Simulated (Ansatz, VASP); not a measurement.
**Be3ZnSe4: VASP beside Ansatz**

```xyz
8
Lattice="3.7473 0.0000 0.0000 -1.8736 3.2452 0.0000 0.0000 0.0000 12.4117" Properties=species:S:1:pos:R:3 pbc="T T T"
Be    0.0000    2.1635    0.1556
Be    0.0000    2.1635    6.1166
Be    1.8736    1.0817    3.1416
Zn    1.8736    1.0817    9.3859
Se    0.0000    2.1635    2.4070
Se    0.0000    2.1635    8.3522
Se    1.8736    1.0817    5.3908
Se    1.8736    1.0817   11.8425
```

Alike in both runs: functional PBE; k mesh 6 × 6 × 2; occupations gaussian, width 0.02 eV; no spin polarisation.

Ansatz relaxed the structure, and its values are those at the end. VASP's run is a single point on that final structure, the one shown.

```csv
,VASP,Ansatz
version,VASP 6.6.1,Ansatz 0.2.0
potentials or method,"VASP PAW PBE potentials, release 64 (Be, Zn, Se), cutoff 520 eV","scalar-relativistic, plane waves, PAW"
valence electrons in the cell,42,82
```

|  | VASP | Ansatz | Ansatz less VASP |
| --- | --- | --- | --- |
| gap on the k mesh at the Fermi level (eV) | 2.60 | 2.61 | +0.009 |
| least direct gap on the mesh (eV) | 2.64 | 2.64 | 0.000 |
| pressure (GPa) | 0.2 | 0.0 | -0.19 |
| rms of the force components (eV/Å) | 0.004 | 0.002 | -0.0025 |

The functional is the same, so the differences come from potentials, cutoffs and numerics. VASP's potentials hold 42 valence electrons a cell and Ansatz's 82, so a difference there can come from the potentials and not from the codes.
